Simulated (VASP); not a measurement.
Runs of VASP 6.6.1 on CuOs2. The structure is that of space group P6/mmm (No. 191), or close to it. The cells are those of the table. 

```tsv
task	cell	k mesh	gap on the mesh (eV)	pressure (GPa)
single point	a = 4.328, b = 4.328, c = 2.647 Å, angles 90.0, 90.0, 120.0°, 3 atoms	12 × 12 × 18	none	0.2
relaxation of cell and atoms	relaxed from a = 3.406, b = 3.406, c = 3.678 Å, angles 90.0, 90.0, 120.0°, 3 atoms	6 × 6 × 6	none	-0.1
single point	a = 3.406, b = 3.406, c = 3.678 Å, angles 90.0, 90.0, 120.0°, 3 atoms	6 × 6 × 6	none	(a)
single point	a = 4.319, b = 4.319, c = 2.658 Å, angles 90.0, 90.0, 120.0°, 3 atoms	6 × 6 × 6	none	0.1
```

Alike in all rows: level PBE; potentials or basis VASP PAW PBE potentials, release 64 (Cu, Os); no spin polarisation; cutoff (eV) 600; smearing gaussian 0.1 eV.

Q: Fill in the values left out.

A: (a) 199.7.

Caveats: some runs use coarse meshes; spin-orbit coupling is left out, which moves the levels of the heavy elements; atoms lie so close that the PAW spheres overlap strongly, which falsifies energies and pressures (at least some runs); the cell stands under pressure (at least some runs).

A k mesh can miss the band edges, and the runs leave out spin-orbit coupling on Os.

A gap of «none» marks levels without a gap at the run's occupations.
